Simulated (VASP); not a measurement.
VO2:

```
V O
1.0
     4.41519    0.00000    0.00000
     0.00000    4.41519    0.00000
     0.00000    0.00000    2.98230
V O
2 4
Direct
  0.50000 0.50000 0.50000
  0.00000 0.00000 0.00000
  0.20036 0.79964 0.50000
  0.79964 0.20036 0.50000
  0.70036 0.70036 0.00000
  0.29964 0.29964 0.00000
```

Base run:

```yaml
Program: VASP 6.6.1
Functional: RPBE
Potentials_or_basis: VASP PAW PBE potentials, release 64 (V_sv, O)
Cutoff: 600 eV
k_mesh: 6 × 6 × 9
Occupations: fermi-dirac, width 0.05 eV
Spin: collinear spin, ferromagnetic start
Starting_moments: "[2.0, 2.0, 0.0, 0.0, 0.0, 0.0] μB"
```

Its results: band gap on the k mesh zero (filled and empty bands overlap); pressure 11.7 GPa; net moment 2.00 μB per cell; site moments V +1.07; O -0.06 μB; largest force 0.199 eV/Å.

Question: The run is repeated on the same cell with these changes: functional from RPBE to LDA; potentials or basis from VASP PAW PBE potentials, release 64 (V_sv, O) to VASP PAW LDA potentials, release 64 (V_sv, O). What comes out?

Answer: Band gap on the k mesh zero (filled and empty bands overlap); pressure -9.0 GPa; net moment 2.00 μB per cell; site moments V +1.00; O -0.04 μB; largest force 0.301 eV/Å.

Caveats: semilocal functionals often make such compounds metallic where correlation or magnetic order opens a gap, which also shifts bond lengths; the stress differs along the axes, from -1 to 18 GPa (at least some runs); the PAW data sets were made with another functional, which shifts forces and pressure a little (at least some runs); the stress differs along the axes, from -24 to -2 GPa (at least some runs).
